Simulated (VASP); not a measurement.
Here is a VASP 6.6.1 calculation.

Contents of INCAR:

```
PREC = Accurate
ENCUT = 520
EDIFF = 1E-6
ISMEAR = -1
SIGMA = 0.01
LREAL = Auto
LASPH = T
NELM = 120
ALGO = Normal
ISIF = 2
LWAVE = F
LCHARG = T
GGA = PE
LELF = T
LVHAR = T
NBANDS = 90
GGA_COMPAT = F
ISYM = -1
```

KPOINTS

```
explicit points
1
Reciprocal
  0.25000000   0.25000000   0.25000000 1
```

POSCAR

```
Al15CuN16
1.0
    6.2595139128      0.0000000578      0.0000000000
   -3.1297570064      5.4208980350      0.0000000000
    0.0000000000      0.0000000000     10.0348065929
Al Cu N
15 1 16
Direct
    0.3343626313      0.1666511766      0.2499647537
    0.3349435608      0.1673204610      0.7498563960
    0.1672383730      0.3348073422      1.0003668554
    0.3365990350      0.6671861631      0.2509333068
    0.1656645974      0.8335511516      0.5019391373
    0.3366103175      0.6715955857      0.7505178416
    0.1671605589      0.8336839024      1.0005676915
    0.8337527411      0.1643933798      0.2511954234
    0.6681958122      0.3354043415      0.5017198825
    0.8314614596      0.1663205192      0.7501480190
    0.6672160925      0.3342572349      1.0006898889
    0.8351461907      0.6662139040      0.2508942440
    0.6688227437      0.8328650687      0.5020719072
    0.8344869139      0.6675833988      0.7514638347
    0.6680898536      0.8337787306      1.0003787074
    0.1620026269      0.3394261416      0.4988393693
    0.3373784389      0.1639077326      0.4389928511
    0.1687490561      0.3322548148      0.1904344048
    0.3322031253      0.1685110028      0.9403519202
    0.1684528183      0.3357777748      0.6969894022
    0.3450296509      0.6856087204      0.4399879956
    0.1694170745      0.8318116674      0.1900879104
    0.3336174109      0.6695119593      0.9405005913
    0.1684096659      0.8337982855      0.6912056446
    0.8156125935      0.1554851827      0.4396634858
    0.6696806418      0.3320048922      0.1902728709
    0.8325922387      0.1687644509      0.9405073475
    0.6685579276      0.3337400181      0.6911331279
    0.8337545614      0.6674667296      0.4405696332
    0.6700295038      0.8308353715      0.1892056675
    0.8331704459      0.6681218171      0.9407157832
    0.6696700543      0.8330836339      0.6918654621
```

Potentials or basis: VASP PAW PBE potentials, release 64 (Al, Cu, N).

Command:

```bash
$ cat potpaw_PBE.64/Al/POTCAR potpaw_PBE.64/Cu/POTCAR potpaw_PBE.64/N/POTCAR > POTCAR
$ mpirun -np 1 vasp_std > vasp.out
```

Q: What does it give for the pressure?

A: 0.8 GPa.

Q: Predict the largest force.

A: 0.054 eV/Å.

Stress tensor (GPa, compression positive):
```
 1.35 -3.12 -0.21
-3.12 -2.20  0.54
-0.21  0.54  3.12
```
